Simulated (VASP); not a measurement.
# Ba2C in VASP: further runs

Runs on Ba2C. Level: PBE. Tasks: single point.

Everything below comes from runs of VASP 6.6.1. Logs are shortened: lines on timing, memory, paths and dates and some standing lists are left out, and cuts for length are marked.

### 1 The cell of the first run

The typed cell holds 6 atoms: a = 7.563 Å, b = 7.563 Å, c = 3.957 Å, α = 90.00°, β = 90.00°, γ = 120.00°.

### 2 Single point, PBE

INCAR

```
SYSTEM = Ba2C
PREC     = Accurate       ! precision mode
ENCUT    = 520            ! plane-wave cutoff, eV
EDIFF    = 1E-7           ! SCF threshold, eV
ISMEAR   = 0              ! smearing method
SIGMA    = 0.1            ! smearing width, eV
LREAL    = .False.        ! projectors in reciprocal space
LASPH    = .True.         ! aspherical terms in the spheres
NELM     = 100            ! most SCF steps
ALGO     = Normal         ! electronic algorithm
ISIF     = 2              ! what is computed and relaxed
LWAVE    = .False.        ! write WAVECAR
LCHARG   = .False.        ! write CHGCAR
GGA      = PE             ! functional
NBANDS   = 33             ! bands
```

KPOINTS

```
regular mesh
0
Gamma
  3 3 4
  0 0 0
```

POSCAR

```
Ba2C
1.0
    7.5632086925      0.0000000000      0.0000000000
   -3.7816043463      6.5499308618      0.0000000000
    0.0000000000      0.0000000000      3.9569457112
Ba C
4 2
Direct
    0.8333669710      0.1666330290      0.2228127323
    0.8333669710      0.6667339420      0.2228127323
    0.3332660580      0.1666330290      0.2228127323
    0.3333333333      0.6666666667      0.7228178661
    0.6666666667      0.3333333333      0.7227684241
    0.0000000000      0.0000000000      0.7228403228
```

Potentials or basis: VASP PAW PBE potentials, release 64 (Ba_sv, C).

The run is started by

```
cat potpaw_PBE.64/Ba_sv/POTCAR potpaw_PBE.64/C/POTCAR > POTCAR
mpirun -np 1 vasp_std > vasp.out
```

OUTCAR:

```text
SYSTEM = Ba2C
   PREC = Accurate
   ENCUT = 520
   EDIFF = 1E-7
   ISMEAR = 0
   LREAL = .False.
   LASPH = .True.
   NELM = 100
   ISIF = 2
   GGA = PE

 ion  position               nearest neighbor table
   1  0.833  0.167  0.223-   6 2.95   6 2.95   5 2.95   5 2.95   3 3.78   2 3.78   3 3.78   2 3.78
                             4 4.27   4 4.27   4 4.27   4 4.27
   2  0.833  0.667  0.223-   6 2.95   6 2.95   5 2.95   5 2.95   3 3.78   1 3.78   3 3.78   1 3.78
                             4 4.27   4 4.27   4 4.27   4 4.27
   3  0.333  0.167  0.223-   6 2.95   6 2.95   5 2.95   5 2.95   2 3.78   1 3.78   2 3.78   1 3.78
                             4 4.27   4 4.27   4 4.27   4 4.27
   4  0.333  0.667  0.723-   2 4.27   3 4.27   1 4.27   1 4.27   2 4.27   3 4.27   2 4.27   3 4.27
                             1 4.27   1 4.27   2 4.27   3 4.27
   5  0.667  0.333  0.723-   1 2.95   3 2.95   2 2.95   1 2.95   3 2.95   2 2.95
   6  0.000  0.000  0.723-   3 2.95   2 2.95   1 2.95   3 2.95   2 2.95   1 2.95

  LATTYP: Found a hexagonal cell.
 ALAT       =     7.5632086925
 C/A-ratio  =     0.5231834625

  Lattice vectors:

 A1 = (   7.5632086925,   0.0000000000,   0.0000000000)
 A2 = (  -3.7816043463,   6.5499308618,   0.0000000000)
 A3 = (   0.0000000000,   0.0000000000,   3.9569457112)

Analysis of symmetry for initial positions (statically):
=====================================================================
 Subroutine PRICEL returns:
 Original cell was already a primitive cell.

 Routine SETGRP: Setting up the symmetry group for a
 hexagonal supercell.

 Subroutine GETGRP returns: Found  6 space group operations
 (whereof  6 operations were pure point group operations)
 out of a pool of 24 trial point group operations.

The static configuration has the point symmetry C_3v.

Analysis of symmetry for dynamics (positions and initial velocities):
=====================================================================
 Subroutine PRICEL returns:
 Original cell was already a primitive cell.

 Routine SETGRP: Setting up the symmetry group for a
 hexagonal supercell.

 Subroutine GETGRP returns: Found  6 space group operations
 (whereof  6 operations were pure point group operations)
 out of a pool of 24 trial point group operations.

The dynamic configuration has the point symmetry C_3v.

 Subroutine INISYM returns: Found  6 space group operations
 (whereof  6 operations are pure point group operations),
 and found     1 'primitive' translations

[... 87 lines left out ...]
   EDIFF  = 0.1E-06   stopping-criterion for ELM
   LREAL  =      F    real-space projection
   EDIFFG = 0.1E-05   stopping-criterion for IOM
   NSW    =      0    number of steps for IOM
   IBRION =     -1    ionic relax: 0-MD 1-quasi-New 2-CG
   NFREE  =      0    steps in history (QN), initial steepest desc. (CG)
   ISIF   =      2    stress and relaxation
   ISYM   =      2    0-nonsym 1-usesym 2-fastsym
   POTIM  = 0.5000    time-step for ionic-motion
   TEBEG  =    0.0;   TEEND  =   0.0 temperature during run
   PSTRESS=    0.0 pullay stress
   NELECT =      48.0000    total number of electrons
   NUPDOWN=      -1.0000    fix difference up-down
   EMIN   =  10.00;   EMAX   =-10.00  energy-range for DOS
   EFERMI =   0.00;   METHOD = LEGACY
   ISMEAR =     0;   SIGMA  =   0.10  broadening in eV -4-tet -1-fermi 0-gaus
   EFERMI_NEDOS =   21; number of points for ismear=-14 and -15
   IALGO  =     38    algorithm
   IMIX   =      4    mixing-type and parameters
     AMIX     =   0.40;   BMIX     =  1.00
     AMIX_MAG =   1.60;   BMIX_MAG =  1.00
  volume/ion in A,a.u.               =      32.67       220.47
  Fermi-wavevector in a.u.,A,eV,Ry     =   1.024207  1.935470 14.272503  1.048999
  Thomas-Fermi vector in A             =   2.157981
   LORBIT       =      0    0 simple, 1 ext, 2 COOP (PROOUT), +10 PAW based schemes
   GGA     = PE    functional components
   LHFCALC =     F    Hartree Fock is set to
   AEXX    =    0.0000 exact exchange contribution
   IVDW    =     0    specifies the selected vdW correction
   LEPSILON=     F    determine dielectric tensor
   LRPA    =     F    only Hartree local field effects (RPA)
 non-spin polarized calculation
 Gauss-broadening in eV      SIGMA  =   0.10
  energy-cutoff  :      520.00
  volume of cell :      196.02
 maximum number of plane-waves:      5310
   NGX = 29   NGY = 29   NGZ = 15

 number of electron      47.9999998 magnetization

 Free energy of the ion-electron system (eV)
  ---------------------------------------------------
  ext. energy  EPLUGINS =         0.00000000
  ---------------------------------------------------
  free energy    TOTEN  =       -20.97999955 eV

  energy without entropy =      -20.91887455  energy(sigma->0) =      -20.94943705

 E-fermi :   2.5784     XC(G=0):  -8.7712

 val. band max:        2.5748502001   @ k =   0.0000   0.3333   0.2500
 cond. band min:       2.5792484371   @ k =   0.3333  -0.0000   0.0000
 fundamental gap:      0.0043982370
 Fermi energy:         2.5784008611

 k-point     1 :       0.0000    0.0000    0.0000
  band No.  band energies     occupation
      1     -26.2769      2.00000
      2     -24.9031      2.00000
      3     -24.7466      2.00000
      4     -24.7466      2.00000
      5     -11.6188      2.00000
      6     -11.6188      2.00000
[... 349 lines left out ...]
     32       6.2316      0.00000
     33       6.2323      0.00000

------------------------ aborting loop because EDIFF is reached ----------------------------------------

  FORCE on cell =-STRESS in cart. coord.  units (eV):
  Direction    XX          YY          ZZ          XY          YZ          ZX
  --------------------------------------------------------------------------------------
  -------------------------------------------------------------------------------------
  Total        0.7345937      0.7345937      1.1062622     -0.0000000      0.0000000      0.0000000
  in kB        6.0041968      6.0041968      9.0420266     -0.0000000      0.0000000      0.0000000
  external PRESSURE =       7.0168067 kB  Pullay stress =       0.0000000 kB

 VOLUME and BASIS-vectors are now :
 -----------------------------------------------------------------------------
  energy-cutoff  :      520.00
  volume of cell :      196.02
      direct lattice vectors                 reciprocal lattice vectors
     7.563208692  0.000000000  0.000000000     0.132219015  0.076336684  0.000000000
    -3.781604346  6.549930862  0.000000000     0.000000000  0.152673367  0.000000000
     0.000000000  0.000000000  3.956945711     0.000000000  0.000000000  0.252720172

 POSITION                                       TOTAL-FORCE (eV/Angst)
 -----------------------------------------------------------------------------------
      5.67279      1.09143      0.88166        -0.002225      0.001284     -0.000034
      3.78160      4.36706      0.88166         0.000000     -0.002569     -0.000034
      1.89042      1.09143      0.88166         0.002225      0.001284     -0.000034
     -0.00000      4.36662      2.86015         0.000000      0.000000     -0.000008
      3.78160      2.18331      2.85996         0.000000      0.000000      0.000365
      0.00000      0.00000      2.86024         0.000000      0.000000     -0.000254
 -----------------------------------------------------------------------------------
    total drift:                                0.000000     -0.000000      0.000178

  FREE ENERGIE OF THE ION-ELECTRON SYSTEM (eV)
  ---------------------------------------------------
  free  energy   TOTEN  =       -20.9799995532 eV

  energy  without entropy=      -20.9188745498  energy(sigma->0) =      -20.94943705
```

Run time: 1.9 min. Hardware: 1 thread of Oxide Virtual Turin-like, shared host; peak memory 0.27 GiB.

Results:

- Free energy: -20.9800 eV
- Pressure: 0.7 GPa
- Band gap on the k mesh: zero (band 24 reaches 2.94 eV, above the bottom of band 25 at 2.17 eV)

Forces on the atoms (eV/Å):
```
Ba  -0.002  0.001  0.000
Ba   0.000 -0.003  0.000
Ba   0.002  0.001  0.000
Ba   0.000  0.000  0.000
C    0.000  0.000  0.000
C    0.000  0.000  0.000
```

Levels at points of the mesh, in eV from the Fermi level:
```
           k point  band 21  band 22  band 23  band 24  band 25  band 26  band 27  band 28
(0.00, 0.00, 0.00)    -1.72    -0.96     0.36     0.36     0.41     0.81     0.97     0.97
(0.00, 0.00, 0.50)    -1.38     0.28     0.28     0.31     0.59     0.59     0.73     1.46
```

Caveat: the k points lie up to 0.40 Å⁻¹ apart; spin-orbit coupling is left out, which moves the levels of the heavy elements.

### 3 Single point, PBE, collinear spin, ferromagnetic start

INCAR

```
PREC     = Accurate       # precision mode
ENCUT    = 520            # plane-wave cutoff, eV
EDIFF    = 1E-7           # SCF threshold, eV
ISMEAR   = 0              # smearing method
SIGMA    = 0.1            # smearing width, eV
LREAL    = F              # projectors in reciprocal space
LASPH    = T              # aspherical terms in the spheres
NELM     = 150            # most SCF steps
ALGO     = Normal         # electronic algorithm
ISIF     = 2              # what is computed and relaxed
LWAVE    = F              # write WAVECAR
LCHARG   = T              # write CHGCAR
ISPIN    = 2              # spin polarisation
MAGMOM   = 0 0 0 0 1 1    # initial moments
LORBIT   = 11             # projections on sites
GGA      = PE             # functional
LELF     = T              # ELF
LVHAR    = T            
NBANDS   = 37             # bands
```

KPOINTS

```
regular mesh
0
Gamma
  3 3 4
```

POSCAR

```
Ba2C
1.0
    7.5632086925      0.0000000000      0.0000000000
   -3.7816043463      6.5499308618      0.0000000000
    0.0000000000      0.0000000000      3.9569457112
Ba C
4 2
Direct
    0.5000000000      0.5000000000      0.0000000000
    0.5000000000      0.0000000000      0.0000000000
    0.0000000000      0.5000000000      0.0000000000
    0.0000000000      0.0000000000      0.5000000000
    0.3333333333      0.6666666667      0.5000000000
    0.6666666667      0.3333333333      0.5000000000
```

Potentials or basis: VASP PAW PBE potentials, release 64 (Ba_sv, C).

The run is started by

```
cat potpaw_PBE.64/Ba_sv/POTCAR potpaw_PBE.64/C/POTCAR > POTCAR
mpirun -np 1 vasp_std > vasp.out
```

Run time: 11 min. Hardware: 1 thread of Oxide Virtual Turin-like, shared host; peak memory 0.39 GiB.

The run converged. Its results:

- Free energy: -21.0693 eV
- Pressure: 1.0 GPa
- Net moment: 1.79 μB per cell
- Site moments: Ba +0.05, +0.01; C +0.36 μB
- Valence electrons inside the program's atomic spheres: Ba 8.02, 7.95; C 2.15

Levels at points of the mesh, in eV from the Fermi level:
Spin up:
| k point | band 21 | band 22 | band 23 | band 24 | band 25 | band 26 | band 27 | band 28 | band 29 | band 30 |
| --- | --- | --- | --- | --- | --- | --- | --- | --- | --- | --- |
| (0.00, 0.00, 0.00) | -1.97 | -1.48 | 0.03 | 0.03 | 0.18 | 0.30 | 0.81 | 0.81 | 1.51 | 2.29 |
| (0.00, 0.00, 0.50) | -1.66 | -0.04 | -0.04 | 0.14 | 0.18 | 0.48 | 0.48 | 1.33 | 1.33 | 1.54 |
Spin down:
| k point | band 21 | band 22 | band 23 | band 24 | band 25 | band 26 |
| --- | --- | --- | --- | --- | --- | --- |
| (0.00, 0.00, 0.00) | -1.67 | -0.55 | 0.34 | 0.54 | 0.54 | 0.94 |
| (0.00, 0.00, 0.50) | -1.28 | 0.25 | 0.42 | 0.42 | 0.54 | 0.54 |

Caveat: the k points lie up to 0.40 Å⁻¹ apart; spin-orbit coupling is left out, which moves the levels of the heavy elements.
